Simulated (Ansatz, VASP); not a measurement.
Two plane-wave programs on AlN

INCAR

```
SYSTEM = AlN
PREC = Accurate
ENCUT = 520
EDIFF = 1E-7
ISMEAR = 0
SIGMA = 0.02
LREAL = .False.
LASPH = .True.
NELM = 100
ALGO = Normal
ISIF = 2
LWAVE = .False.
LCHARG = .False.
GGA = PE
IBRION = 2
NSW = 60
EDIFFG = -0.008
```

The input KPOINTS:

```
regular mesh
0
Gamma
  12 12 6
  0 0 0
```

POSCAR

```
AlN
1.0
    3.0363021672      0.0000000000      0.0000000000
   -1.5181510836      2.6295148104      0.0000000000
    0.0000000000      0.0000000000      4.8675020229
Al N
2 2
Direct
    0.6666666667      0.3333333333      0.4991027320
    0.3333333333      0.6666666667      0.9991027320
    0.6666666667      0.3333333333      0.8808972680
    0.3333333333      0.6666666667      0.3808972680
```

Input for Ansatz:

```yaml
crystal:
  lattice:
    - [3.0363021672, 0.0, 0.0]
    - [-1.5181510836, 2.6295148104, 0.0]
    - [0.0, 0.0, 4.8675020229]
  atoms:
    - { symbol: Al, position: [0.6666666667, 0.3333333333, 0.499102732] }
    - { symbol: Al, position: [0.3333333333, 0.6666666667, 0.999102732] }
    - { symbol: "N", position: [0.6666666667, 0.3333333333, 0.880897268] }
    - { symbol: "N", position: [0.3333333333, 0.6666666667, 0.380897268] }
basis:
  ecutwfc: 420
kpoints:
  mp_grid: { grid: [12, 12, 6] }
hamiltonian:
  xc: pbe
scf:
  occupations: { method: gaussian, width: 0.02 }
output:
  forces: true
  stress: true
  eigenvalues: true
relax:
  adjacent_minimum: "off"
  f_tol: 0.008
  max_steps: 40
```

Change from the starting cell: equal strain along all axes, cell held, atoms relaxed: -3.0 %.

Alike in both runs: task relaxation of the atoms; functional PBE; k mesh 12 × 12 × 6; occupations gaussian, width 0.02 eV; no spin polarisation.

```csv
,VASP,Ansatz
version,VASP 6.6.1,Ansatz 0.2.0
potentials or method,"VASP PAW PBE potentials, release 64 (Al, N), cutoff 520 eV","scalar-relativistic, plane waves, PAW"
valence electrons in the cell,16,16
```

|  | VASP | Ansatz | Ansatz less VASP |
| --- | --- | --- | --- |
| gap on the k mesh at the Fermi level, each at its own relaxed structure (eV) | 4.86 | 4.84 | -0.015 |

Ansatz's warnings: stress scf threshold loose.
